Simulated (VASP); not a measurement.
Runs of VASP 6.6.1 on Mg. The structure is that of space group Fd-3m (No. 227), or close to it. The cells are those of the table. 

```tsv
task	cell	k mesh for the DOS	occupations for the DOS	gap on the mesh (eV)	pressure (GPa)
single point	a = 4.688 Å, angles 60.0°, 2 atoms	-	-	none	1.4
single point	a = 4.856 Å, angles 60.0°, 2 atoms	-	-	none	(b)
single point	a = 3.578 Å, angles 60.0°, 2 atoms	-	-	none	54.7
single point	a = 3.854 Å, angles 60.0°, 2 atoms	-	-	none	(a)
single point	a = 4.311 Å, angles 60.0°, 2 atoms	-	-	none	7.8
```

Alike in all rows: level PBE; potentials or basis VASP PAW PBE potentials, release 64 (Mg); no spin polarisation; k mesh 12 × 12 × 12; cutoff (eV) 520; smearing fermi-dirac 0.1 eV.

Q: Estimate the missing entries.

A: (a) 28.0; (b) 0.0.

A gap of «none» marks levels without a gap at the run's occupations.
